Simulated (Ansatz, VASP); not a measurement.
Ti: VASP beside Ansatz

```
Ti
1.0
    -1.63279    1.64100    1.64100
     1.63279   -1.64100    1.64100
     1.63279    1.64100   -1.64100
Ti
1
Direct
  0.00000 0.00000 0.00000
```

Change from the starting cell: strain -0.0050 x Voigt [1, 0, 0, 0, 0, 0], atoms carried along.

Alike in both runs: task single point; functional r2SCAN; k mesh 20 × 20 × 20; occupations gaussian, width 0.15 eV; no spin polarisation.

|  | VASP | Ansatz |
| --- | --- | --- |
| version | VASP 6.6.1 | Ansatz 0.2.0 |
| potentials or method | VASP PAW PBE potentials, release 64 (Ti_sv), cutoff 520 eV | scalar-relativistic, plane waves, PAW |
| valence electrons in the cell | 12 | 12 |

```tsv
	VASP	Ansatz	Ansatz less VASP
gap on the k mesh at the Fermi level (eV)	none	none	-
pressure (GPa)	-2.0	-2.3	-0.27
traceless stress, the component that is largest in VASP (GPa)	-0.13	-0.13	+0.001
```

VASP's potentials were made for PBE, not for r2SCAN. A gap of «none» marks a metal or a gap that the smearing closes.
